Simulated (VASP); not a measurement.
Write the native input for VASP 6.6.1 that does the following.

```
Task                   : relaxation of cell and atoms
Functional             : PBEsol
Potentials or basis    : VASP PAW PBE potentials, release 64 (Sn_d, Mn_pv)
Cutoff                 : 600 eV
k mesh                 : 10 × 10 × 10
Occupations            : gaussian, width 0.1 eV
Spin                   : no spin polarisation
Dipole correction      : no
Further INCAR settings : ALGO = Fast; EDIFF = 1e-06; IBRION = 2; EDIFFG = -0.01; NSW = 80; ISIF = 3
```

The structure of MnSn3 lies in POSCAR:

```
MnSn3
1.0
    4.5142541880      0.0000000000      0.0000000000
    0.0000000000      4.5142541880      0.0000000000
    0.0000000000      0.0000000000      4.5142541880
Sn Mn
3 1
Direct
    0.0000000000      0.5000000000      0.5000000000
    0.5000000000      0.0000000000      0.5000000000
    0.5000000000      0.5000000000      0.0000000000
    0.0000000000      0.0000000000      0.0000000000
```

One way to write it, as run:

INCAR

```
PREC = Accurate
ENCUT = 600
EDIFF = 1E-6
ISMEAR = 0
SIGMA = 0.1
LREAL = False
LASPH = True
NELM = 60
ALGO = Fast
ISIF = 3
LWAVE = False
LCHARG = False
GGA = PS
IBRION = 2
NSW = 80
EDIFFG = -0.01
```

KPOINTS

```
Automatic mesh
0
Gamma
  10 10 10
```

Potentials or basis: VASP PAW PBE potentials, release 64 (Sn_d, Mn_pv).

The run is started by

```bash
$ cat potpaw_PBE.64/Sn_d/POTCAR potpaw_PBE.64/Mn_pv/POTCAR > POTCAR
$ mpirun -np 1 vasp_std > vasp.out
```

Results of the run:

```yaml
Relaxed_volume: 20.71 Å³/atom
Relaxed_cell: a = 4.360 Å, b = 4.360 Å, c = 4.360 Å, α = 90.00°, β = 90.00°, γ = 90.00°
Space_group_after_relaxing_to_0.1_Å: Pm-3m (No. 221)
Energy_gained_by_relaxing: 51.8 meV/atom
Ionic_steps: 3
Pressure_after_relaxing: 0.0 GPa
Band_gap_on_the_k_mesh: zero (an odd number of electrons rules out a gap without spin polarisation)
```

Caveat: the PAW data sets were made with another functional, which shifts forces and pressure a little; spin-orbit coupling is left out, which moves the levels of the heavy elements; the run has no spin polarisation, though such a crystal can be magnetic.

It took 3.4 min on 1 thread of Intel(R) Xeon(R) 6975P-C (Granite Rapids), with other jobs on the host, peak memory 0.34 GiB.
